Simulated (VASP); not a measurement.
# Ni (Fm-3m) in VASP: further runs

Ni is run at these levels: r2SCAN; tasks: single point.

All numbers are computed with VASP 6.6.1; they aren't measurements. Logs are shortened: lines on timing, memory, paths and dates and some standing lists are left out, and cuts for length are marked.

### Step 1. The cell of the first run

The structure is cubic, space group Fm-3m (No. 225). The conventional cell has a = 3.534 Å, b = 3.534 Å, c = 3.534 Å, α = 90.00°, β = 90.00°, γ = 90.00°. Ni (site symmetry m-3m) has 12 Ni at 2.50 Å within 3.3 Å.

### Step 2. Single point, r2SCAN, collinear spin, ferromagnetic start

The input, POSCAR:

```
Ni
1.0
    0.0000000000      1.7671500000      1.7671500000
    1.7671500000      0.0000000000      1.7671500000
    1.7671500000      1.7671500000      0.0000000000
Ni
1
Direct
    0.0000000000      0.0000000000      0.0000000000
```

The input, INCAR.step1:

```
PREC = Accurate
ENCUT = 520
ISMEAR = -1
SIGMA = 0.05
LREAL = False
LASPH = True
NELM = 150
ISPIN = 2
MAGMOM = 2.18
NUPDOWN = 2.18
LMAXMIX = 4
NBANDS = 15
GGA = PE
ALGO = Normal
EDIFF = 1E-4
LWAVE = True
LCHARG = False
```

The input, INCAR.step2:

```
PREC = Accurate
ENCUT = 520
EDIFF = 1E-7
ISMEAR = -1
SIGMA = 0.05
LREAL = False
LASPH = True
NELM = 150
ALGO = Normal
ISIF = 2
LWAVE = False
LCHARG = False
ISPIN = 2
MAGMOM = 2.18
LORBIT = 11
NUPDOWN = 2.18
LMAXMIX = 4
METAGGA = R2SCAN
LMIXTAU = True
NBANDS = 15
ISTART = 1
```

The input, KPOINTS:

```
regular mesh
0
Gamma
  11 11 11
```

Potentials or basis: VASP PAW PBE potentials, release 64 (Ni).

Command:

```console
$ cat potpaw_PBE.64/Ni/POTCAR > POTCAR
$ cp INCAR.step1 INCAR
$ mpirun -np 1 vasp_std > vasp.out
$ cp INCAR.step2 INCAR
$ mpirun -np 1 vasp_std > vasp.out
```

OUTCAR:

```text
PREC = Accurate
   ENCUT = 520
   EDIFF = 1E-7
   ISMEAR = -1
   LREAL = False
   LASPH = True
   NELM = 150
   ISIF = 2
   ISPIN = 2
   LORBIT = 11
   NUPDOWN = 2.18
   METAGGA = R2SCAN
   ISTART = 1

 ion  position               nearest neighbor table
   1  0.000  0.000  0.000-

  LATTYP: Found a face centered cubic cell.
 ALAT       =     3.5343000000

  Lattice vectors:

 A1 = (   0.0000000000,   1.7671500000,   1.7671500000)
 A2 = (   1.7671500000,   0.0000000000,   1.7671500000)
 A3 = (   1.7671500000,   1.7671500000,   0.0000000000)

Analysis of symmetry for initial positions (statically):
=====================================================================
 Subroutine PRICEL returns:
 Original cell was already a primitive cell.

 Routine SETGRP: Setting up the symmetry group for a
 face centered cubic supercell.

 Subroutine GETGRP returns: Found 48 space group operations
 (whereof 48 operations were pure point group operations)
 out of a pool of 48 trial point group operations.

The static configuration has the point symmetry O_h .

Analysis of symmetry for dynamics (positions and initial velocities):
=====================================================================
 Subroutine PRICEL returns:
 Original cell was already a primitive cell.

 Routine SETGRP: Setting up the symmetry group for a
 face centered cubic supercell.

 Subroutine GETGRP returns: Found 48 space group operations
 (whereof 48 operations were pure point group operations)
 out of a pool of 48 trial point group operations.

The dynamic configuration has the point symmetry O_h .

Analysis of structural, dynamic, and magnetic symmetry:
=====================================================================
 Subroutine PRICEL returns:
 Original cell was already a primitive cell.

 Routine SETGRP: Setting up the symmetry group for a
 face centered cubic supercell.

 Subroutine GETGRP returns: Found 48 space group operations
 (whereof 48 operations were pure point group operations)
 out of a pool of 48 trial point group operations.

The overall configuration has the point symmetry O_h .

 Subroutine INISYM returns: Found 48 space group operations
 (whereof 48 operations are pure point group operations),
 and found     1 'primitive' translations

----------------------------------------------------------------------------------------

                                     Primitive cell

  volume of cell :      11.0370

  direct lattice vectors                    reciprocal lattice vectors
     0.000000000  1.767150000  1.767150000    -0.282941459  0.282941459  0.282941459
     1.767150000  0.000000000  1.767150000     0.282941459 -0.282941459  0.282941459
     1.767150000  1.767150000  0.000000000     0.282941459  0.282941459 -0.282941459

[... 116 lines left out ...]
   NGX =  9   NGY =  9   NGZ =  9

 number of electron      10.0000010 magnetization       2.1800002

 Free energy of the ion-electron system (eV)
  ---------------------------------------------------
  ext. energy  EPLUGINS =         0.00000000
  ---------------------------------------------------
  free energy    TOTEN  =        -9.74882204 eV

  energy without entropy =       -9.73432972  energy(sigma->0) =       -9.74157588

 E-fermi :   8.1123     XC(G=0): -14.4991

 val. band max:       14.4941354198   @ k =  -0.4545   0.1818   0.0909
 cond. band min:       8.1246733849   @ k =  -0.2727   0.1818   0.0000
 fundamental gap:     -6.3694620349
 Fermi energy:        14.5632582153

 spin component 1

 k-point     1 :       0.0000    0.0000    0.0000
  band No.  band energies     occupation
      1      -1.0064      1.00000
      2       4.5979      1.00000
      3       4.5979      1.00000
      4       4.5979      1.00000
      5       5.5680      1.00000
      6       5.5680      1.00000
      7      32.8926      0.00000
      8      37.0936      0.00000
      9      37.0936      0.00000
     10      37.0938      0.00000
     11      39.3588      0.00000
     12      39.3588      0.00000
     13      39.3588      0.00000
     14      43.2967      0.00000
[... 403 lines left out ...]
      4       5.1611      1.00000
      5       5.2064      1.00000
      6       6.4094      1.00000
      7      23.7004      0.00000
      8      24.9215      0.00000
      9      35.3728      0.00000
     10      36.0601      0.00000
     11      38.5821      0.00000
     12      41.1576      0.00000
     13      42.2549      0.00000
     14      45.6699      0.00000
     15      49.2403      0.00000

 [... further k-points ...]

 spin component 2

 k-point     1 :       0.0000    0.0000    0.0000
  band No.  band energies     occupation
      1       0.1747      1.00000
      2       7.0847      1.00000
      3       7.0847      1.00000
      4       7.0847      1.00000
      5       8.0792      0.65962
      6       8.0792      0.65962
      7      34.2294      0.00000
      8      38.2601      0.00000
      9      38.2604      0.00000
     10      38.2604      0.00000
     11      40.6977      0.00000
     12      40.6977      0.00000
     13      40.6977      0.00000
     14      44.3402      0.00000
[... 403 lines left out ...]
      4       7.6636      0.99987
      5       7.7138      0.99965
      6       8.9192      0.00000
      7      25.2081      0.00000
      8      26.1889      0.00000
      9      36.5256      0.00000
     10      37.3220      0.00000
     11      39.8234      0.00000
     12      42.4473      0.00000
     13      43.4660      0.00000
     14      48.5666      0.00000
     15      52.6648      0.00000

 [... further k-points ...]
[... 5 lines left out ...]
  --------------------------------------------------------------------------------------
  -------------------------------------------------------------------------------------
  Total        1.6876917      1.6876917      1.6876917     -0.0000000     -0.0000000     -0.0000000
  in kB      244.9928721    244.9928721    244.9928721     -0.0000000     -0.0000000     -0.0000000
  external PRESSURE =     244.9928721 kB  Pullay stress =       0.0000000 kB

 VOLUME and BASIS-vectors are now :
 -----------------------------------------------------------------------------
  energy-cutoff  :      520.00
  volume of cell :       11.04
      direct lattice vectors                 reciprocal lattice vectors
     0.000000000  1.767150000  1.767150000    -0.282941459  0.282941459  0.282941459
     1.767150000  0.000000000  1.767150000     0.282941459 -0.282941459  0.282941459
     1.767150000  1.767150000  0.000000000     0.282941459  0.282941459 -0.282941459

 POSITION                                       TOTAL-FORCE (eV/Angst)
 -----------------------------------------------------------------------------------
      0.00000      0.00000      0.00000         0.000000      0.000000      0.000000
 -----------------------------------------------------------------------------------
    total drift:                                0.000000     -0.000000      0.000000

  FREE ENERGIE OF THE ION-ELECTRON SYSTEM (eV)
  ---------------------------------------------------
  free  energy   TOTEN  =        -9.7488220413 eV

  energy  without entropy=       -9.7343297187  energy(sigma->0) =       -9.74157588

 total charge

# of ion       s       p       d       tot
------------------------------------------
    1        0.578   0.682   7.988   9.248

 magnetization (x)

# of ion       s       p       d       tot
------------------------------------------
    1        0.104   0.250   1.703   2.057
```

OSZICAR.step1:

```text
N       E                     dE             d eps       ncg     rms          rms(c)
DAV:   1     0.348589537930E+02    0.34859E+02   -0.41278E+03  3542   0.864E+02
DAV:   2    -0.370786516148E+01   -0.38567E+02   -0.35359E+02  3815   0.163E+02
DAV:   3    -0.507960766676E+01   -0.13717E+01   -0.13637E+01  4123   0.302E+01
DAV:   4    -0.508771528711E+01   -0.81076E-02   -0.81055E-02  3998   0.220E+00
DAV:   5    -0.508781279277E+01   -0.97506E-04   -0.97504E-04  4166   0.213E-01    0.146E+01
DAV:   6    -0.336656984115E+01    0.17212E+01   -0.14731E+01  4823   0.520E+01    0.921E+00
DAV:   7    -0.320744979562E+01    0.15912E+00   -0.88739E-01  4029   0.126E+01    0.423E+00
DAV:   8    -0.319283883545E+01    0.14611E-01   -0.17162E-02  4343   0.113E+00    0.232E+00
DAV:   9    -0.318434247755E+01    0.84964E-02   -0.23697E-03  4987   0.461E-01    0.400E-01
DAV:  10    -0.318321076475E+01    0.11317E-02   -0.30439E-03  4903   0.505E-01    0.782E-02
DAV:  11    -0.318313890380E+01    0.71861E-04   -0.20005E-04  3767   0.109E-01
   1 F= -.31831389E+01 E0= -.31757842E+01  d E =-.147095E-01  mag=     2.1800
```

Run time: 48 s. Hardware: 1 thread of Intel Xeon 6975P-C (Granite Rapids), shared host; peak memory 0.14 GiB.

Results:

| Property | Result |
| --- | --- |
| Free energy | -9.7488 eV |
| Pressure | 24.5 GPa |
| Net moment | 2.18 μB per cell |
| Site moments | Ni +2.06 μB |
| Valence electrons inside the program's atomic spheres | Ni 9.25 |

Caveat: the PAW data sets were made with another functional, which shifts forces and pressure a little; the total moment is fixed, so each spin has its own Fermi level.

### Step 3. Single point, r2SCAN, collinear spin, ferromagnetic start

POSCAR is that of step 2.

The input, INCAR.step1:

```
SYSTEM = Ni
  PREC = Accurate
  ENCUT = 520
  ISMEAR = -1
  SIGMA = 0.05
  LREAL = .False.
  LASPH = .True.
  NELM = 150
  ISPIN = 2
  MAGMOM = 0.27
  NUPDOWN = 0.27
  LMAXMIX = 4
  NBANDS = 15
  GGA = PE
  ALGO = Normal
  EDIFF = 1E-4
  LWAVE = .True.
  LCHARG = .False.
```

The input, INCAR.step2:

```
SYSTEM = Ni
  PREC = Accurate
  ENCUT = 520
  EDIFF = 1E-6
  ISMEAR = -1
  SIGMA = 0.05
  LREAL = .False.
  LASPH = .True.
  NELM = 150
  ALGO = Normal
  ISIF = 2
  LWAVE = .False.
  LCHARG = .False.
  ISPIN = 2
  MAGMOM = 0.27
  LORBIT = 11
  NUPDOWN = 0.27
  LMAXMIX = 4
  METAGGA = R2SCAN
  LMIXTAU = .True.
  NBANDS = 15
  ISTART = 1
```

The input, KPOINTS:

```
regular mesh
0
Gamma
  11 11 11
  0 0 0
```

Potentials or basis: VASP PAW PBE potentials, release 64 (Ni).

Command:

```console
$ cat potpaw_PBE.64/Ni/POTCAR > POTCAR
$ cp INCAR.step1 INCAR
$ mpirun -np 1 vasp_std > vasp.out
$ cp INCAR.step2 INCAR
$ mpirun -np 1 vasp_std > vasp.out
```

It took 32 s on 1 thread of Intel Xeon 6975P-C (Granite Rapids), shared host; peak memory 0.14 GiB.

It converged, with:

```
Free energy                                           : -11.8362 eV
Pressure                                              : -10.8 GPa
Net moment                                            : 0.27 μB per cell
Site moments                                          : Ni +0.28 μB
Valence electrons inside the program's atomic spheres : Ni 9.32
```

Caveat: the PAW data sets were made with another functional, which shifts forces and pressure a little; the total moment is fixed, so each spin has its own Fermi level.

### Step 4. Single point, r2SCAN, collinear spin, ferromagnetic start

POSCAR is that of step 3.

The input, INCAR.step1:

```
SYSTEM = Ni
PREC     = Accurate       ! precision mode
ENCUT    = 520            ! plane-wave cutoff, eV
ISMEAR   = -1             ! smearing method
SIGMA    = 0.05           ! smearing width, eV
LREAL    = .False.        ! projectors in reciprocal space
LASPH    = .True.         ! aspherical terms in the spheres
NELM     = 150            ! most SCF steps
ISPIN    = 2              ! spin polarisation
MAGMOM   = 0.82           ! initial moments
NUPDOWN  = 0.82           ! fixed moment
LMAXMIX  = 4              ! l up to which the mixer works
NBANDS   = 15             ! bands
GGA      = PE             ! functional
ALGO     = Normal         ! electronic algorithm
EDIFF    = 1E-4           ! SCF threshold, eV
LWAVE    = .True.         ! write WAVECAR
LCHARG   = .False.        ! write CHGCAR
```

The input, INCAR.step2:

```
SYSTEM = Ni
PREC     = Accurate       ! precision mode
ENCUT    = 520            ! plane-wave cutoff, eV
EDIFF    = 1E-7           ! SCF threshold, eV
ISMEAR   = -1             ! smearing method
SIGMA    = 0.05           ! smearing width, eV
LREAL    = .False.        ! projectors in reciprocal space
LASPH    = .True.         ! aspherical terms in the spheres
NELM     = 150            ! most SCF steps
ALGO     = Normal         ! electronic algorithm
ISIF     = 2              ! what is computed and relaxed
LWAVE    = .False.        ! write WAVECAR
LCHARG   = .False.        ! write CHGCAR
ISPIN    = 2              ! spin polarisation
MAGMOM   = 0.82           ! initial moments
LORBIT   = 11             ! projections on sites
NUPDOWN  = 0.82           ! fixed moment
LMAXMIX  = 4              ! l up to which the mixer works
METAGGA  = R2SCAN         ! meta-GGA
LMIXTAU  = .True.       
NBANDS   = 15             ! bands
ISTART   = 1
```

The input, KPOINTS:

```
Automatic mesh
0
Gamma
  11 11 11
  0 0 0
```

Command:

```console
$ cat potpaw_PBE.64/Ni/POTCAR > POTCAR
$ cp INCAR.step1 INCAR
$ mpirun -np 1 vasp_std > vasp.out
$ cp INCAR.step2 INCAR
$ mpirun -np 1 vasp_std > vasp.out
```

Run time: 40 s. Hardware: 1 thread of Intel Xeon 6975P-C (Granite Rapids), shared host; peak memory 0.14 GiB.

The run converged. Its results:

```yaml
Free_energy: -11.9243 eV
Pressure: -8.0 GPa
Net_moment: 0.82 μB per cell
Site_moments: Ni +0.84 μB
Valence_electrons_inside_the_program's_atomic_spheres: Ni 9.32
```

Caveat: the PAW data sets were made with another functional, which shifts forces and pressure a little; the total moment is fixed, so each spin has its own Fermi level.

### Step 5. Single point, r2SCAN, collinear spin, ferromagnetic start

POSCAR is that of step 4.

The input, INCAR.step1:

```
PREC     = Accurate       # precision mode
ENCUT    = 520            # plane-wave cutoff, eV
ISMEAR   = -1             # smearing method
SIGMA    = 0.05           # smearing width, eV
LREAL    = False          # projectors in reciprocal space
LASPH    = True           # aspherical terms in the spheres
NELM     = 150            # most SCF steps
ISPIN    = 2              # spin polarisation
MAGMOM   = 1.36           # initial moments
NUPDOWN  = 1.36           # fixed moment
LMAXMIX  = 4              # l up to which the mixer works
NBANDS   = 15             # bands
GGA      = PE             # functional
ALGO     = Normal         # electronic algorithm
EDIFF    = 1E-4           # SCF threshold, eV
LWAVE    = True           # write WAVECAR
LCHARG   = False          # write CHGCAR
```

The input, INCAR.step2:

```
PREC     = Accurate       # precision mode
ENCUT    = 520            # plane-wave cutoff, eV
EDIFF    = 1E-6           # SCF threshold, eV
ISMEAR   = -1             # smearing method
SIGMA    = 0.05           # smearing width, eV
LREAL    = False          # projectors in reciprocal space
LASPH    = True           # aspherical terms in the spheres
NELM     = 150            # most SCF steps
ALGO     = Normal         # electronic algorithm
ISIF     = 2              # what is computed and relaxed
LWAVE    = False          # write WAVECAR
LCHARG   = True           # write CHGCAR
ISPIN    = 2              # spin polarisation
MAGMOM   = 1.36           # initial moments
LORBIT   = 11             # projections on sites
NUPDOWN  = 1.36           # fixed moment
LMAXMIX  = 4              # l up to which the mixer works
METAGGA  = R2SCAN         # meta-GGA
LMIXTAU  = True         
LELF     = True           # ELF
LVHAR    = True         
NBANDS   = 15             # bands
ISTART   = 1
```

The input, KPOINTS:

```
Automatic mesh
0
Gamma
  11 11 11
```

Command:

```console
$ cat potpaw_PBE.64/Ni/POTCAR > POTCAR
$ cp INCAR.step1 INCAR
$ mpirun -np 1 vasp_std > vasp.out
$ cp INCAR.step2 INCAR
$ mpirun -np 1 vasp_std > vasp.out
```

It took 36 s on 1 thread of Intel Xeon 6975P-C (Granite Rapids), shared host; peak memory 0.14 GiB.

The run converged. Its results:

| Item | Value |
| --- | --- |
| Free energy | -11.6018 eV |
| Pressure | -0.1 GPa |
| Net moment | 1.36 μB per cell |
| Site moments | Ni +1.34 μB |
| Valence electrons inside the program's atomic spheres | Ni 9.29 |

Caveat: the PAW data sets were made with another functional, which shifts forces and pressure a little; the total moment is fixed, so each spin has its own Fermi level.

### Step 6. Summary

```csv
fixed moment (μB),pressure (GPa),moment (μB)
2.18,24.5,2.18
0.27,-10.8,0.27
0.82,-8.0,0.82
1.36,-0.1,1.36
```

Alike in all rows: task single point; level r2SCAN; potentials or basis VASP PAW PBE potentials, release 64 (Ni); spin collinear, ferromagnetic start; cell as given; k mesh 11 × 11 × 11; cutoff (eV) 520; smearing fermi-dirac 0.05 eV.

Caveats: the PAW data sets were made with another functional, which shifts forces and pressure a little; the total moment is fixed, so each spin has its own Fermi level.

Total energies depend on the potentials used, so only differences within one code and one set of settings carry meaning.
